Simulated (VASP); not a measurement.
# Li (P1) in VASP: notebook

The runs below take Li through single point, with PBE+D3(BJ).

Everything below comes from runs of VASP 6.6.1. Logs are shortened: lines on timing, memory, paths and dates and some standing lists are left out, and cuts for length are marked.

### Step 1. The cell of the first run

The typed cell holds 16 atoms: a = 6.980 Å, b = 6.980 Å, c = 6.980 Å, α = 90.00°, β = 90.00°, γ = 90.00°.

### Step 2. Single point, PBE+D3(BJ)

Contents of INCAR:

```
SYSTEM = Li
  PREC = Accurate
  ENCUT = 650
  EDIFF = 1E-6
  ISMEAR = -1
  SIGMA = 0.002
  LREAL = .False.
  LASPH = .True.
  NELM = 120
  ALGO = Normal
  ISIF = 2
  LWAVE = .False.
  LCHARG = .False.
  GGA = PE
  IVDW = 12
  NBANDS = 38
  GGA_COMPAT = .False.
```

Contents of KPOINTS:

```
regular mesh
0
Gamma
  2 2 2
  0 0 0
```

Contents of POSCAR:

```
Li
1.0
    6.9800000000      0.0000000000      0.0000000000
    0.0000000000      6.9800000000      0.0000000000
    0.0000000000      0.0000000000      6.9800000000
Li
16
Direct
   -0.0418624642      0.0107020057     -0.0468481375
    0.5647134670      0.0138108883      0.0272349570
   -0.0476074499      0.4697564470     -0.0160171920
   -0.1072492837     -0.0320200573      0.4215042980
    0.2647851003      0.2690401146      0.2628653295
    0.5889684814      0.5189828080     -0.0261031519
    0.4580229226      0.0027507163      0.5094985673
    0.7187106017      0.3215329513      0.2703724928
    0.0033524355      0.4851146132      0.4975787966
    0.3446704871      0.7096848138      0.2167908309
    0.2420343840      0.2523209169      0.7665759312
    0.5349140401      0.4923065903      0.5689255014
    0.7817191977      0.7132091691      0.2546991404
    0.7835673352      0.2387822350      0.6976217765
    0.2550143266      0.7185530086      0.8025214900
    0.7638108883      0.7275071633      0.7030515759
```

Potentials or basis: VASP PAW PBE potentials, release 64 (Li_sv).

Command:

```bash
$ cat potpaw_PBE.64/Li_sv/POTCAR > POTCAR
$ mpirun -np 1 vasp_std > vasp.out
```

OUTCAR:

```text
SYSTEM = Li
   PREC = Accurate
   ENCUT = 650
   EDIFF = 1E-6
   ISMEAR = -1
   LREAL = .False.
   LASPH = .True.
   NELM = 120
   ISIF = 2
   GGA = PE
   IVDW = 12
 IVDW          = 12

 ion  position               nearest neighbor table
   1  0.958  0.011  0.953-
   2  0.565  0.014  0.027-
   3  0.952  0.470  0.984-   6 2.56
   4  0.893  0.968  0.422-  13 2.26
   5  0.265  0.269  0.263-
   6  0.589  0.519  0.974-   3 2.56
   7  0.458  0.003  0.509-
   8  0.719  0.322  0.270-
   9  0.003  0.485  0.498-
  10  0.345  0.710  0.217-
  11  0.242  0.252  0.767-
  12  0.535  0.492  0.569-  16 2.47
  13  0.782  0.713  0.255-   4 2.26
  14  0.784  0.239  0.698-
  15  0.255  0.719  0.803-
  16  0.764  0.728  0.703-  12 2.47

  LATTYP: Found a simple cubic cell.
 ALAT       =     6.9800000000

  Lattice vectors:

 A1 = (   6.9800000000,   0.0000000000,   0.0000000000)
 A2 = (   0.0000000000,   6.9800000000,   0.0000000000)
 A3 = (   0.0000000000,   0.0000000000,   6.9800000000)

Analysis of symmetry for initial positions (statically):
=====================================================================
 Subroutine PRICEL returns:
 Original cell was already a primitive cell.

 Routine SETGRP: Setting up the symmetry group for a
 simple cubic supercell.

 Subroutine GETGRP returns: Found  1 space group operations
 (whereof  1 operations were pure point group operations)
 out of a pool of 48 trial point group operations.

The static configuration has the point symmetry C_1 .

Analysis of symmetry for dynamics (positions and initial velocities):
=====================================================================
 Subroutine PRICEL returns:
 Original cell was already a primitive cell.

 Routine SETGRP: Setting up the symmetry group for a
 simple cubic supercell.

 Subroutine GETGRP returns: Found  1 space group operations
 (whereof  1 operations were pure point group operations)
 out of a pool of 48 trial point group operations.

The dynamic configuration has the point symmetry C_1 .

 Subroutine INISYM returns: Found  1 space group operations
 (whereof  1 operations are pure point group operations),
 and found     1 'primitive' translations

----------------------------------------------------------------------------------------

                                     Primitive cell

  volume of cell :     340.0684

  direct lattice vectors                    reciprocal lattice vectors
     6.980000000  0.000000000  0.000000000     0.143266476  0.000000000  0.000000000
     0.000000000  6.980000000  0.000000000     0.000000000  0.143266476  0.000000000
     0.000000000  0.000000000  6.980000000     0.000000000  0.000000000  0.143266476

  length of vectors
     6.980000000  6.980000000  6.980000000     0.143266476  0.143266476  0.143266476

  position of ions in fractional coordinates (direct lattice)
     0.958137536  0.010702006  0.953151863
     0.564713467  0.013810888  0.027234957
     0.952392550  0.469756447  0.983982808
     0.892750716  0.967979943  0.421504298
     0.264785100  0.269040115  0.262865330
     0.588968481  0.518982808  0.973896848
[... 8 lines left out ...]
     0.255014327  0.718553009  0.802521490
     0.763810888  0.727507163  0.703051576

  ion indices of the primitive-cell ions
   primitive index   ion index
                 1           1
                 2           2
                 3           3
                 4           4
                 5           5
                 6           6
[... 8 lines left out ...]
                15          15
                16          16

----------------------------------------------------------------------------------------

 KPOINTS: regular mesh

Automatic generation of k-mesh.
 Grid dimensions read from file:
 generate k-points for:    2    2    2

 Generating k-lattice:

  Cartesian coordinates                     Fractional coordinates (reciprocal lattice)
     0.071633238  0.000000000  0.000000000     0.500000000  0.000000000  0.000000000
     0.000000000  0.071633238  0.000000000     0.000000000  0.500000000  0.000000000
     0.000000000  0.000000000  0.071633238     0.000000000  0.000000000  0.500000000

  Length of vectors
     0.071633238  0.071633238  0.071633238

  Shift w.r.t. Gamma in fractional coordinates (k-lattice)
     0.000000000  0.000000000  0.000000000

 Subroutine IBZKPT returns following result:
 ===========================================

 Found      8 irreducible k-points:

 Following reciprocal coordinates:
            Coordinates               Weight
  0.000000  0.000000  0.000000      1.000000
  0.500000  0.000000  0.000000      1.000000
  0.000000  0.500000  0.000000      1.000000
  0.000000  0.000000  0.500000      1.000000
  0.500000  0.500000  0.000000      1.000000
  0.000000  0.500000  0.500000      1.000000
  0.500000  0.000000  0.500000      1.000000
  0.500000  0.500000  0.500000      1.000000
   k-points           NKPTS =      8   k-points in BZ     NKDIM =      8   number of bands    NBANDS=     38
   number of dos      NEDOS =    301   number of ions     NIONS =     16
   total plane-waves  NPLWV = 216000
   dimension x,y,z NGX =    60 NGY =   60 NGZ =   60
   dimension x,y,z NGXF=   120 NGYF=  120 NGZF=  120
   ions per type =              16
   NGX,Y,Z   is equivalent  to a cutoff of  14.29, 14.29, 14.29 a.u.
   NGXF,Y,Z  is equivalent  to a cutoff of  28.58, 28.58, 28.58 a.u.
 SYSTEM =  Li
   PREC   = accura    normal or accurate (medium, high low for compatibility)
   ISTART =      0    job   : 0-new  1-cont  2-samecut
   ICHARG =      2    charge: 1-file 2-atom 10-const
   ISPIN  =      1    spin polarized calculation?
   LNONCOLLINEAR =      F non collinear calculations
   LSORBIT =      F    spin-orbit coupling
   LASPH  =      T    aspherical Exc in radial PAW
   ENCUT  =  650.0 eV  47.77 Ry    6.91 a.u.  14.51 14.51 14.51*2*pi/ulx,y,z
   NELM   =    120;   NELMIN=  2; NELMDL= -5     # of ELM steps
   EDIFF  = 0.1E-05   stopping-criterion for ELM
   LREAL  =      F    real-space projection
   EDIFFG = 0.1E-04   stopping-criterion for IOM
   NSW    =      0    number of steps for IOM
   IBRION =     -1    ionic relax: 0-MD 1-quasi-New 2-CG
   NFREE  =      0    steps in history (QN), initial steepest desc. (CG)
   ISIF   =      2    stress and relaxation
   ISYM   =      2    0-nonsym 1-usesym 2-fastsym
   POTIM  = 0.5000    time-step for ionic-motion
   TEBEG  =    0.0;   TEEND  =   0.0 temperature during run
   PSTRESS=    0.0 pullay stress
   NELECT =      48.0000    total number of electrons
   NUPDOWN=      -1.0000    fix difference up-down
   EMIN   =  10.00;   EMAX   =-10.00  energy-range for DOS
   EFERMI =   0.00;   METHOD = LEGACY
   ISMEAR =    -1;   SIGMA  =   0.00  broadening in eV -4-tet -1-fermi 0-gaus
   EFERMI_NEDOS =   21; number of points for ismear=-14 and -15
   IALGO  =     38    algorithm
   IMIX   =      4    mixing-type and parameters
     AMIX     =   0.40;   BMIX     =  1.00
     AMIX_MAG =   1.60;   BMIX_MAG =  1.00
  volume/ion in A,a.u.               =      21.25       143.43
  Fermi-wavevector in a.u.,A,eV,Ry     =   0.852380  1.610764  9.885331  0.726551
  Thomas-Fermi vector in A             =   1.968659
   LORBIT       =      0    0 simple, 1 ext, 2 COOP (PROOUT), +10 PAW based schemes
   GGA     = PE    functional components
   LHFCALC =     F    Hartree Fock is set to
   AEXX    =    0.0000 exact exchange contribution
   IVDW    =    12    specifies the selected vdW correction
   LEPSILON=     F    determine dielectric tensor
   LRPA    =     F    only Hartree local field effects (RPA)
 non-spin polarized calculation
  energy-cutoff  :      650.00
  volume of cell :      340.07
 maximum number of plane-waves:     12893
 NGX is ok and might be reduce to    60
   NGX = 29   NGY = 29   NGZ = 29

 number of electron      47.9999993 magnetization

 Free energy of the ion-electron system (eV)
  ---------------------------------------------------
  ext. energy  EPLUGINS =         0.00000000
  ---------------------------------------------------
  free energy    TOTEN  =       -28.67573046 eV

  energy without entropy =      -28.67506375  energy(sigma->0) =      -28.67539711

 E-fermi :   0.2871     XC(G=0):  -6.8968

 val. band max:        0.2843984077   @ k =   0.0000   0.5000   0.5000
 cond. band min:       0.2890712950   @ k =   0.0000   0.5000   0.5000
 fundamental gap:      0.0046728873
 Fermi energy:         0.2870858121

 k-point     1 :       0.0000    0.0000    0.0000
  band No.  band energies     occupation
      1     -46.5461      2.00000
      2     -46.4807      2.00000
      3     -46.4618      2.00000
      4     -46.4377      2.00000
      5     -46.3984      2.00000
      6     -46.3975      2.00000
[... 28 lines left out ...]
     35       3.4442      0.00000
     36       3.7242      0.00000

 k-point     2 :       0.5000    0.0000    0.0000
  band No.  band energies     occupation
      1     -46.5461      2.00000
      2     -46.4807      2.00000
      3     -46.4617      2.00000
      4     -46.4377      2.00000
      5     -46.3983      2.00000
      6     -46.3976      2.00000
[... 28 lines left out ...]
     35       3.7294      0.00000
     36       3.7712      0.00000

 k-point     3 :       0.0000    0.5000    0.0000
  band No.  band energies     occupation
      1     -46.5461      2.00000
      2     -46.4806      2.00000
      3     -46.4618      2.00000
      4     -46.4376      2.00000
      5     -46.3984      2.00000
      6     -46.3975      2.00000
[... 28 lines left out ...]
     35       3.5342      0.00000
     36       3.5635      0.00000

 k-point     4 :       0.0000    0.0000    0.5000
  band No.  band energies     occupation
      1     -46.5461      2.00000
      2     -46.4807      2.00000
      3     -46.4617      2.00000
      4     -46.4377      2.00000
      5     -46.3984      2.00000
      6     -46.3975      2.00000
[... 28 lines left out ...]
     35       3.5489      0.00000
     36       3.6070      0.00000

 k-point     5 :       0.5000    0.5000    0.0000
  band No.  band energies     occupation
      1     -46.5461      2.00000
      2     -46.4806      2.00000
      3     -46.4618      2.00000
      4     -46.4376      2.00000
      5     -46.3983      2.00000
      6     -46.3975      2.00000
[... 28 lines left out ...]
     35       4.0183      0.00000
     36       4.4159      0.00000

 k-point     6 :       0.0000    0.5000    0.5000
  band No.  band energies     occupation
      1     -46.5461      2.00000
      2     -46.4806      2.00000
      3     -46.4617      2.00000
      4     -46.4377      2.00000
      5     -46.3984      2.00000
      6     -46.3975      2.00000
[... 28 lines left out ...]
     35       3.9421      0.00000
     36       4.5293      0.00000

 k-point     7 :       0.5000    0.0000    0.5000
  band No.  band energies     occupation
      1     -46.5461      2.00000
      2     -46.4807      2.00000
      3     -46.4617      2.00000
      4     -46.4377      2.00000
      5     -46.3983      2.00000
      6     -46.3975      2.00000
[... 28 lines left out ...]
     35       4.2213      0.00000
     36       4.3948      0.00000

 k-point     8 :       0.5000    0.5000    0.5000
  band No.  band energies     occupation
      1     -46.5461      2.00000
      2     -46.4806      2.00000
      3     -46.4617      2.00000
      4     -46.4376      2.00000
      5     -46.3983      2.00000
      6     -46.3975      2.00000
[... 28 lines left out ...]
     35       3.2591      0.00000
     36       3.3865      0.00000
 [bands above 36 left out]

------------------------ aborting loop because EDIFF is reached ----------------------------------------

 Edisp (eV)   -2.58717

 E8    (eV) :    -1.0811

  FORCE on cell =-STRESS in cart. coord.  units (eV):
  Direction    XX          YY          ZZ          XY          YZ          ZX
  --------------------------------------------------------------------------------------
  -------------------------------------------------------------------------------------
  Total      -2.65492    -1.36348    -2.26542    -0.28402     0.04558    -0.00341
  in kB     -12.50823    -6.42380   -10.67315    -1.33810     0.21473    -0.01606
  external pressure =       -9.87 kB  Pullay stress =        0.00 kB

 VOLUME and BASIS-vectors are now :
 -----------------------------------------------------------------------------
  energy-cutoff  :      650.00
  volume of cell :      340.07
      direct lattice vectors                 reciprocal lattice vectors
     6.980000000  0.000000000  0.000000000     0.143266476  0.000000000  0.000000000
     0.000000000  6.980000000  0.000000000     0.000000000  0.143266476  0.000000000
     0.000000000  0.000000000  6.980000000     0.000000000  0.000000000  0.143266476

 POSITION                                       TOTAL-FORCE (eV/Angst)
 -----------------------------------------------------------------------------------
      6.68780      0.07470      6.65300         0.234874     -0.212380      0.388413
      3.94170      0.09640      0.19010        -0.134222      0.053656     -0.185089
      6.64770      3.27890      6.86820         0.470185      0.050472      0.030184
      6.23140      6.75650      2.94210         0.696414      0.708623      0.252617
      1.84820      1.87790      1.83480        -0.099441      0.005707     -0.245868
      4.11100      3.62250      6.79780        -0.482556     -0.258361     -0.216443
[... 8 lines left out ...]
      1.78000      5.01550      5.60160        -0.132803      0.133477     -0.202060
      5.33140      5.07800      4.90730         0.115888      0.342731      0.276773
 -----------------------------------------------------------------------------------
    total drift:                               -0.000383     -0.003621     -0.001034

  FREE ENERGIE OF THE ION-ELECTRON SYSTEM (eV)
  ---------------------------------------------------
  free  energy   TOTEN  =       -31.2628980142 eV

  energy  without entropy=      -31.2622313103  energy(sigma->0) =      -31.26256466
```

Run time: 87 s. Hardware: 1 thread of Intel Xeon 6975P-C (Granite Rapids), shared host; peak memory 0.5 GiB.

Results:

- Free energy: -31.2629 eV
- Pressure: -1.0 GPa
- Largest force: 1.025 eV/Å
- Band gap on the k mesh: zero (bands 24 and 25 overlap by 0.71 eV)
- Dispersion energy per atom: -0.162 eV

Forces in eV/Å, atoms in the order of the input:
```
Li   0.235 -0.212  0.388
Li  -0.134  0.054 -0.185
Li   0.470  0.050  0.030
Li   0.696  0.709  0.253
Li  -0.099  0.006 -0.246
Li  -0.483 -0.258 -0.216
Li   0.224 -0.170  0.066
Li  -0.062 -0.398  0.112
Li   0.306  0.173  0.041
Li  -0.336 -0.040  0.281
Li   0.180  0.050  0.060
Li  -0.423 -0.017 -0.418
Li  -0.358 -0.326 -0.328
Li  -0.198 -0.095  0.088
Li  -0.133  0.133 -0.202
Li   0.116  0.343  0.277
```

Caveat: the k points lie up to 0.45 Å⁻¹ apart, too coarse for converged energies and pressures of a metal; forces of over 1 eV/Å act on the atoms, so gaps and moduli don't describe the material at rest.

### Step 3. Single point, PBE+D3(BJ)

Contents of INCAR:

```
SYSTEM = Li
PREC = Accurate
ENCUT = 650
EDIFF = 1E-6
ISMEAR = -1
SIGMA = 0.002
LREAL = .False.
LASPH = .True.
NELM = 120
ALGO = Normal
ISIF = 2
LWAVE = .False.
LCHARG = .False.
GGA = PE
IVDW = 12
NBANDS = 38
GGA_COMPAT = .False.
```

KPOINTS is that of step 2.

Contents of POSCAR:

```
Li
1.0
    6.9800000000      0.0000000000      0.0000000000
    0.0000000000      6.9800000000      0.0000000000
    0.0000000000      0.0000000000      6.9800000000
Li
16
Direct
    0.0204154728     -0.0136819484     -0.0003438395
    0.5729512894     -0.0040401146      0.0110888252
   -0.0194842407      0.4023209169     -0.0070487106
    0.0075931232      0.0248710602      0.4244985673
    0.2527793696      0.2592550143      0.2447277937
    0.5083810888      0.5192693410     -0.1019484241
    0.4696991404     -0.0201289398      0.5022349570
    0.6569770774      0.2975644699      0.2785100287
    0.0500286533      0.5297707736      0.5316618911
    0.3406446991      0.7221633238      0.2484813754
    0.2576790831      0.1951146132      0.7378939828
    0.4688825215      0.5406160458      0.5165759312
    0.7966475645      0.6830515759      0.1630229226
    0.7338825215      0.2691977077      0.6735530086
    0.2528080229      0.7083667622      0.8278080229
    0.8156017192      0.8029226361      0.7242979943
```

Potentials or basis: VASP PAW PBE potentials, release 64 (Li_sv).

Command:

```bash
$ cat potpaw_PBE.64/Li_sv/POTCAR > POTCAR
$ mpirun -np 1 vasp_std > vasp.out
```

Run time: 92 s. Hardware: 1 thread of Intel Xeon 6975P-C (Granite Rapids), shared host; peak memory 0.52 GiB.

The run converged. Its results:

- Free energy: -31.3575 eV
- Pressure: -1.5 GPa
- Largest force: 0.918 eV/Å
- Band gap on the k mesh: zero (bands 24 and 25 overlap by 0.81 eV)
- Dispersion energy per atom: -0.162 eV

Forces in eV/Å, atoms in the order of the input:
```
Li   0.087  0.120  0.141
Li  -0.226  0.135 -0.108
Li   0.055  0.052 -0.203
Li  -0.145 -0.204  0.066
Li   0.261  0.234 -0.105
Li   0.573 -0.512  0.503
Li   0.182 -0.143  0.088
Li   0.280 -0.080 -0.194
Li  -0.118 -0.137 -0.217
Li  -0.504  0.141 -0.550
Li   0.043  0.171  0.021
Li   0.275 -0.114  0.199
Li  -0.108  0.126  0.437
Li   0.214 -0.149  0.198
Li  -0.566  0.598 -0.151
Li  -0.303 -0.238 -0.125
```

Stress tensor (GPa, compression positive):
```
-1.50 -0.56 -0.11
-0.56 -1.70  0.39
-0.11  0.39 -1.25
```

Levels at points of the mesh, in eV from the Fermi level:
```csv
k point,band 21,band 22,band 23,band 24,band 25,band 26
"(0.00, 0.00, 0.00)",-0.96,-0.92,-0.80,0.44,0.50,0.57
"(0.50, 0.00, 0.00)",-0.53,-0.44,-0.43,-0.30,-0.27,-0.21
"(0.00, 0.50, 0.00)",-0.49,-0.43,-0.41,-0.37,-0.29,-0.20
"(0.00, 0.00, 0.50)",-0.48,-0.44,-0.41,-0.38,-0.37,-0.27
"(0.50, 0.50, 0.00)",-0.22,0.00,0.00,0.05,0.24,0.33
"(0.00, 0.50, 0.50)",-0.12,-0.10,-0.07,0.02,0.22,0.38
"(0.50, 0.00, 0.50)",-0.27,-0.08,0.06,0.16,0.18,0.30
"(0.50, 0.50, 0.50)",-1.57,-1.53,-1.50,-1.40,1.92,2.05
```

Caveat: the k points lie up to 0.45 Å⁻¹ apart, too coarse for converged energies and pressures of a metal.

[end of part 1 of 2]
